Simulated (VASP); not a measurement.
KBr: single point with PBE

KBr:

```
K Br
1.0
     0.00000    3.26923    3.26923
     3.26923    0.00000    3.26923
     3.26923    3.26923    0.00000
K Br
1 1
Direct
  0.00000 0.00000 0.00000
  0.50000 0.50000 0.50000
```

This cell differs from its parent crystal: strain -1.0%.

```yaml
Program: VASP 6.6.1
Task: single point
Functional: PBE
Potentials_or_basis: VASP PAW PBE potentials, release 64 (K_sv, Br)
Cutoff: 520 eV
k_mesh: 4 × 4 × 4
Occupations: gaussian, width 0.01 eV
Spin: no spin polarisation
```

```yaml
Pressure: 1.3 GPa
Band_gap_on_the_k_mesh: 4.51 eV, direct
```

Levels at points of the mesh, in eV from the valence-band top:
| k point | band 6 | band 7 | band 8 | band 9 | band 10 | band 11 |
| --- | --- | --- | --- | --- | --- | --- |
| (0.00, 0.00, 0.00) | 0.00 | 0.00 | 0.00 | 4.51 | 7.61 | 7.61 |
| (0.50, 0.00, 0.00) | -1.24 | -0.36 | -0.36 | 6.65 | 8.34 | 9.84 |
| (0.50, 0.50, 0.00) | -0.84 | -0.30 | -0.30 | 5.83 | 7.30 | 9.41 |

It took 8.3 s on 1 thread of Intel(R) Xeon(R) 6975P-C (Granite Rapids), on a shared host, peak memory 0.2 GiB.

Caveat: the cell differs from its parent crystal (strain -1.0%).
